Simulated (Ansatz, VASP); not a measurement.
# One calculation of Sn2H3Br, two programs

```
CELL_PARAMETERS angstrom
3.55792 0.00000 0.00000
-1.77896 3.08125 0.00000
0.00000 0.00000 10.28302
ATOMIC_POSITIONS crystal
Sn 0.33333 0.66667 0.84958
Sn 0.33333 0.66667 0.14880
H 0.66667 0.33333 0.49848
H 0.66667 0.33333 0.18208
H 0.00000 0.00000 0.82188
Br 0.00000 0.00000 0.49918
```

Change from the starting cell: species swapped into the Ce2Ga3Cu type (P3m1, No. 156).

Alike in both runs: functional PBE; k mesh 3 × 3 × 2; occupations gaussian, width 0.15 eV; no spin polarisation.

Ansatz relaxed the structure, and its values are those at the end. VASP's run is a single point on that final structure, the one shown.

|  | VASP | Ansatz |
| --- | --- | --- |
| version | VASP 6.6.1 | Ansatz 0.2.0 |
| potentials or method | VASP PAW PBE potentials, release 64 (Sn_d, H, Br), cutoff 520 eV | scalar-relativistic, plane waves, PAW |
| valence electrons in the cell | 38 | 38 |

Ansatz gave:

```
gap on the k mesh at the Fermi level (eV) : none
pressure (GPa)                            : -0.1
rms of the force components (eV/Å)        : 0.007
```

Q: Estimate VASP's values.

A: gap on the k mesh at the Fermi level (eV): none; pressure (GPa): -0.2; rms of the force components (eV/Å): 0.007.

A gap of «none» marks a metal or a gap that the smearing closes.

The k mesh is coarse, so the values compare programs but aren't converged.
